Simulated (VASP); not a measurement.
**Al: single point with PBE**

Crystal: Al.

```
CELL_PARAMETERS angstrom
2.66655 0.00000 0.00000
0.00000 2.66655 0.00000
0.00000 0.00000 2.66655
ATOMIC_POSITIONS crystal
Al 0.00000 0.00000 0.00000
```

```json
{
 "Program": "VASP 6.6.1",
 "Task": "single point",
 "Functional": "PBE",
 "Potentials or basis": "VASP PAW PBE potentials, release 64 (Al)",
 "Cutoff": "500 eV",
 "k mesh": "40 × 40 × 40",
 "Occupations": "fermi-dirac, width 0.0612256 eV",
 "Spin": "no spin polarisation",
 "Dipole correction": "no",
 "Further INCAR settings": "ALGO = Normal; EDIFF = 1e-06; NBANDS = 8"
}
```

```json
{"Pressure": "4.0 GPa"}
```

Levels at points of the mesh, in eV from the Fermi level:
```
           k point  band 1  band 2  band 3  band 4  band 5  band 6
(0.00, 0.00, 0.00)   -9.90    8.15    8.15    9.60    9.60    9.60
(0.50, 0.00, 0.00)   -5.29   -4.32   10.84   13.39   13.39   14.62
(0.50, 0.50, 0.00)   -0.56   -0.56   -0.05    2.09   17.27   17.34
(0.50, 0.50, 0.50)    3.07    3.07    3.07    5.62    5.62    5.62
```

Run time: 47 s on 1 thread of Intel(R) Xeon(R) 6975P-C (Granite Rapids), on a shared host, peak memory 0.3 GiB.
